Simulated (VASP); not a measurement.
# NaH (P4mm) in VASP: notebook, part 2 of 2

VASP 6.6.1.

### 3 Single point, PBEsol (atom 1 (Na) moved by (+0.000, -0.300) A along [1 1 0] and z)

File INCAR:

```
SYSTEM = NaH
PREC = Accurate
ENCUT = 500
EDIFF = 1E-6
ISMEAR = 0
SIGMA = 0.05
LREAL = .FALSE.
LASPH = .TRUE.
NELM = 120
ALGO = Normal
ISIF = 2
LWAVE = .FALSE.
LCHARG = .FALSE.
GGA = PS
NBANDS = 11
GGA_COMPAT = .FALSE.
```

File KPOINTS:

```
Automatic mesh
0
G
  10 10 10
  0 0 0
```

File POSCAR:

```
NaH
1.0
    2.9551240000      0.0000000000      0.0000000000
    0.0000000000      2.9551240000      0.0000000000
    0.0000000000      0.0000000000      2.9551240000
Na H
1 1
Direct
    0.0000000000      0.0000000000     -0.1015185826
    0.5000000000      0.5000000000      0.5000000000
```

Potentials or basis: VASP PAW PBE potentials, release 64 (Na_pv, H).

Started as:

```console
$ cat potpaw_PBE.64/Na_pv/POTCAR potpaw_PBE.64/H/POTCAR > POTCAR
$ mpirun -np 1 vasp_std > vasp.out
```

OUTCAR:

```text
SYSTEM = NaH
   PREC = Accurate
   ENCUT = 500
   EDIFF = 1E-6
   ISMEAR = 0
   LREAL = .FALSE.
   LASPH = .TRUE.
   NELM = 120
   ISIF = 2
   GGA = PS

 ion  position               nearest neighbor table
   1  0.000  0.000  0.898-
   2  0.500  0.500  0.500-

  LATTYP: Found a simple cubic cell.
 ALAT       =     2.9551240000

  Lattice vectors:

 A1 = (   2.9551240000,   0.0000000000,   0.0000000000)
 A2 = (   0.0000000000,   2.9551240000,   0.0000000000)
 A3 = (   0.0000000000,   0.0000000000,   2.9551240000)

Analysis of symmetry for initial positions (statically):
=====================================================================
 Subroutine PRICEL returns:
 Original cell was already a primitive cell.

 Routine SETGRP: Setting up the symmetry group for a
 simple cubic supercell.

 Subroutine GETGRP returns: Found  8 space group operations
 (whereof  8 operations were pure point group operations)
 out of a pool of 48 trial point group operations.

The static configuration has the point symmetry C_4v.

Analysis of symmetry for dynamics (positions and initial velocities):
=====================================================================
 Subroutine PRICEL returns:
 Original cell was already a primitive cell.

 Routine SETGRP: Setting up the symmetry group for a
 simple cubic supercell.

 Subroutine GETGRP returns: Found  8 space group operations
 (whereof  8 operations were pure point group operations)
 out of a pool of 48 trial point group operations.

The dynamic configuration has the point symmetry C_4v.

 Subroutine INISYM returns: Found  8 space group operations
 (whereof  8 operations are pure point group operations),
 and found     1 'primitive' translations

----------------------------------------------------------------------------------------

                                     Primitive cell

[... 111 lines left out ...]
  volume/ion in A,a.u.               =      12.90        87.08
  Fermi-wavevector in a.u.,A,eV,Ry     =   1.107973  2.093765 16.702564  1.227604
  Thomas-Fermi vector in A             =   2.244494
   LORBIT       =      0    0 simple, 1 ext, 2 COOP (PROOUT), +10 PAW based schemes
   GGA     = PS    functional components
   LHFCALC =     F    Hartree Fock is set to
   AEXX    =    0.0000 exact exchange contribution
   IVDW    =     0    specifies the selected vdW correction
   LEPSILON=     F    determine dielectric tensor
   LRPA    =     F    only Hartree local field effects (RPA)
 non-spin polarized calculation
 Gauss-broadening in eV      SIGMA  =   0.05
  energy-cutoff  :      500.00
  volume of cell :       25.81
 maximum number of plane-waves:       691
 NGX is ok and might be reduce to    24
   NGX = 11   NGY = 11   NGZ = 11

 number of electron       8.0000006 magnetization

 Free energy of the ion-electron system (eV)
  ---------------------------------------------------
  ext. energy  EPLUGINS =         0.00000000
  ---------------------------------------------------
  free energy    TOTEN  =        -4.76858644 eV

  energy without entropy =       -4.76858644  energy(sigma->0) =       -4.76858644

 E-fermi :   1.6150     XC(G=0):  -8.2413

 val. band max:        1.2840086609   @ k =   0.5000   0.5000   0.5000
 cond. band min:       2.1237977398   @ k =   0.0000   0.0000   0.5000
 fundamental gap:      0.8397890789
 Fermi energy:         1.6150223800

 k-point     1 :       0.0000    0.0000    0.0000
  band No.  band energies     occupation
      1     -23.0926      2.00000
      2     -23.0754      2.00000
      3     -23.0754      2.00000
      4      -4.6926      2.00000
      5       9.6485      0.00000
      6      12.0265      0.00000
      7      12.0755      0.00000
      8      13.6823      0.00000
      9      13.6823      0.00000
     10      14.4023      0.00000
     11      26.8605      0.00000
[... 309 lines left out ...]
 k-point    24 :       0.0000    0.5000    0.1000
  band No.  band energies     occupation
      1     -23.2560      2.00000
      2     -23.0924      2.00000
      3     -23.0578      2.00000
      4      -2.0215      2.00000
      5       2.3741      0.00000
      6      11.1078      0.00000
      7      14.4507      0.00000
      8      15.3142      0.00000
      9      15.8621      0.00000
     10      19.1120      0.00000
     11      19.1281      0.00000

 [... further k-points ...]
[... 5 lines left out ...]
  --------------------------------------------------------------------------------------
  -------------------------------------------------------------------------------------
  Total        0.0291790      0.0291790      0.0722049      0.0000000     -0.0000000      0.0000000
  in kB        1.8115628      1.8115628      4.4828051      0.0000000     -0.0000000      0.0000000
  external PRESSURE =       2.7019769 kB  Pullay stress =       0.0000000 kB

 VOLUME and BASIS-vectors are now :
 -----------------------------------------------------------------------------
  energy-cutoff  :      500.00
  volume of cell :       25.81
      direct lattice vectors                 reciprocal lattice vectors
     2.955124000  0.000000000  0.000000000     0.338395275  0.000000000  0.000000000
     0.000000000  2.955124000  0.000000000     0.000000000  0.338395275  0.000000000
     0.000000000  0.000000000  2.955124000     0.000000000  0.000000000  0.338395275

 POSITION                                       TOTAL-FORCE (eV/Angst)
 -----------------------------------------------------------------------------------
      0.00000      0.00000      2.65512        -0.000000      0.000000      0.130989
      1.47756      1.47756      1.47756         0.000000     -0.000000     -0.130989
 -----------------------------------------------------------------------------------
    total drift:                               -0.000000      0.000000     -0.000296

  FREE ENERGIE OF THE ION-ELECTRON SYSTEM (eV)
  ---------------------------------------------------
  free  energy   TOTEN  =        -4.7685864428 eV

  energy  without entropy=       -4.7685864428  energy(sigma->0) =       -4.76858644
```

It took 28 s on 1 thread of AMD EPYC 7R43 (Zen 3), shared host; peak memory 0.11 GiB.

Results:

```
Free energy            : -4.7686 eV
Pressure               : 0.3 GPa
Largest force          : 0.131 eV/Å
Band gap on the k mesh : 0.84 eV (least direct gap 4.26 eV)
```

Forces in eV/Å, atoms in the order of the input:
```
Na   0.000  0.000  0.131
H    0.000  0.000 -0.131
```

Caveat: the cell differs from its parent crystal (atom 1 (Na) moved by (+0.000, -0.300) A along [1 1 0] and z); the PAW data sets were made with another functional, which shifts forces and pressure a little. A k mesh can miss the band edges.
